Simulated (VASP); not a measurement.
A run of VASP 6.6.1 is set up as follows.

The input INCAR:

```
PREC     = Accurate       # precision mode
ENCUT    = 520            # plane-wave cutoff, eV
EDIFF    = 1E-6           # SCF threshold, eV
ISMEAR   = 0              # smearing method
SIGMA    = 0.026000000000000002 # smearing width, eV
LREAL    = F              # projectors in reciprocal space
LASPH    = T              # aspherical terms in the spheres
NELM     = 60             # most SCF steps
ALGO     = Normal         # electronic algorithm
ISIF     = 2              # what is computed and relaxed
LWAVE    = F              # write WAVECAR
LCHARG   = F              # write CHGCAR
GGA      = PE             # functional
NBANDS   = 15             # bands
```

The input KPOINTS:

```
regular mesh
0
Gamma
  10 10 10
```

File POSCAR:

```
TaN
1.0
    0.0000000000      2.2113230000      2.2113230000
    2.2113230000      0.0000000000      2.2113230000
    2.2113230000      2.2113230000      0.0000000000
Ta N
1 1
Direct
    0.5000000000      0.5000000000      0.5000000000
    0.0000000000      0.0000000000      0.0000000000
```

Potentials or basis: VASP PAW PBE potentials, release 64 (Ta_pv, N).

Run with:

```console
$ cat potpaw_PBE.64/Ta_pv/POTCAR potpaw_PBE.64/N/POTCAR > POTCAR
$ mpirun -np 1 vasp_std > vasp.out
```

(1) Estimate the band gap on the k mesh.

(2) Predict the pressure.

Answers

(1) zero (band 8 reaches 11.20 eV, above the bottom of band 9 at 7.29 eV).

(2) -0.6 GPa.

Caveat: spin-orbit coupling is left out, which moves the levels of the heavy elements.
